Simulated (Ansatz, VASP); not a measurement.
## Two plane-wave programs on ScTl2Co3

```xyz
6
Lattice="5.3187 0.0000 0.0000 -2.6593 4.6061 0.0000 0.0000 0.0000 4.1400" Properties=species:S:1:pos:R:3 pbc="T T T"
Sc    0.0000    0.0000    0.0000
Co    2.6593    0.0000    2.0700
Co    1.3297    2.3031    2.0700
Co   -1.3297    2.3031    2.0700
Tl    0.0000    3.0707    0.0000
Tl    2.6593    1.5354    0.0000
```

Alike in both runs: functional r2SCAN; k mesh 4 × 4 × 5; occupations fermi-dirac, width 0.042 eV; no spin polarisation.

Ansatz relaxed the structure, and its values are those at the end. VASP's run is a single point on that final structure, the one shown.

|  | VASP | Ansatz |
| --- | --- | --- |
| version | VASP 6.6.1 | Ansatz 0.2.0 |
| potentials or method | VASP PAW PBE potentials, release 64 (Sc_sv, Co, Tl_d), cutoff 520 eV | PAW plane waves |
| valence electrons in the cell | 64 | 88 |

```tsv
	VASP	Ansatz	Ansatz less VASP
gap on the k mesh at the Fermi level (eV)	none	none	-
pressure (GPa)	0.4	0.0	-0.43
```

VASP's potentials were made for PBE, not for r2SCAN. A gap of «none» marks a metal or a gap that the smearing closes. VASP's potentials hold 64 valence electrons a cell and Ansatz's 88, so a difference there can come from the potentials and not from the codes. Ansatz's warnings: structure snapped to symmetry.

Spin-orbit coupling is off throughout.
